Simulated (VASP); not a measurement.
# Sb: single point with PBE+D3(BJ)

The system is Sb.

```
Sb
1.0
     2.16161    1.24801    3.67967
    -2.16161    1.24801    3.67967
     0.00000   -2.49601    3.67967
Sb
2
Direct
  0.23615 0.23615 0.23615
  0.76385 0.76385 0.76385
```

- Program: VASP 6.6.1
- Task: single point
- Functional: PBE
- Dispersion: D3(BJ)
- Potentials or basis: VASP PAW PBE potentials, release 64 (Sb)
- Cutoff: 520 eV
- k mesh: 12 × 12 × 12
- Occupations: gaussian, width 0.1 eV
- Spin: no spin polarisation
- Dipole correction: no
- k mesh for the DOS: 18 × 18 × 18
- Occupations for the DOS: tetrahedron
- Further INCAR settings: ALGO = Normal; EDIFF = 1e-06; NBANDS = 12

The valence electrons inside the program's atomic spheres are Sb 2.40 and the dispersion energy per atom is -0.480 eV.

Levels at points of the mesh, in eV from the Fermi level:
```tsv
k point	band 2	band 3	band 4	band 5	band 6	band 7	band 8	band 9
(0.00, 0.00, 0.00)	-4.66	-1.94	-1.80	-1.80	2.37	2.85	2.85	4.97
(0.50, 0.00, 0.00)	-9.69	-1.73	-1.56	-0.29	-0.13	0.26	0.31	7.91
(0.50, 0.50, 0.00)	-7.86	-5.55	-3.75	-3.71	1.65	5.10	5.50	7.16
(0.50, 0.50, 0.50)	-9.12	-1.24	-1.24	-0.42	-0.03	-0.03	0.98	7.36
```

It took 5.3 min on 1 thread of Intel Xeon 8259CL (shared host), peak memory 0.49 GiB.

Caveat: spin-orbit coupling is left out, which moves the levels of the heavy elements.
